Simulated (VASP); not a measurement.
BaTiO3: single point with r2SCAN

Crystal: BaTiO3.

```
Ba Ti O
1.0
     4.09120    0.00000    0.00000
     0.00000    4.09120    0.00000
     0.00000    0.00000    3.97287
Ba Ti O
1 1 3
Direct
  0.50000 0.50000 0.57907
  0.00000 0.00000 0.09305
  0.00000 0.50000 0.06620
  0.50000 0.00000 0.06620
  0.00000 0.00000 0.55547
```

This cell differs from its parent crystal: epitaxial xy strain +3.0%.

```yaml
Program: VASP 6.6.1
Task: single point
Functional: r2SCAN
Potentials_or_basis: VASP PAW PBE potentials, release 64 (Ba_sv, Ti_sv, O)
Cutoff: 520 eV
k_mesh: 6 × 6 × 6
Occupations: gaussian, width 0.01 eV
Spin: non-collinear spin, zero start, spin-orbit coupling
Starting_moments: "[[0.0, 0.0, 0.0], [0.0, 0.0, 0.0], [0.0, 0.0, 0.0], [0.0, 0.0, 0.0], [0.0, 0.0, 0.0]] μB"
Dipole_correction: no
Further_INCAR_settings: ALGO = Normal; EDIFF = 1e-06; NBANDS = 55
```

```
Pressure                                              : -3.6 GPa
Largest force                                         : 0.145 eV/Å
Net moment                                            : 0.00 μB per cell
Valence electrons inside the program's atomic spheres : Ba 7.96; Ti 10.10; O 5.04, 5.07 (each value once)
```

Forces in eV/Å, atoms in the order of the input:
```
Ba   0.000  0.000 -0.012
Ti   0.000  0.000 -0.145
O    0.000  0.000  0.006
O    0.000  0.000  0.006
O    0.000  0.000  0.144
```

Stress tensor (GPa, compression positive):
```
-6.38  0.00  0.00
 0.00 -6.38  0.00
 0.00  0.00  2.01
```

Moments on the atoms (μB; x, y, z):
```
Ba  0.00 0.00 0.00
Ti  0.00 0.00 0.00
O   0.00 0.00 0.00
O   0.00 0.00 0.00
O   0.00 0.00 0.00
```

Wall time 65 min on 1 thread of Oxide Virtual Turin-like Processor, on a shared host, peak memory 0.51 GiB.

Caveat: the cell differs from its parent crystal (epitaxial xy strain +3.0%); the stress differs along the axes, from -6 to 2 GPa; the PAW data sets were made with another functional, which shifts forces and pressure a little.
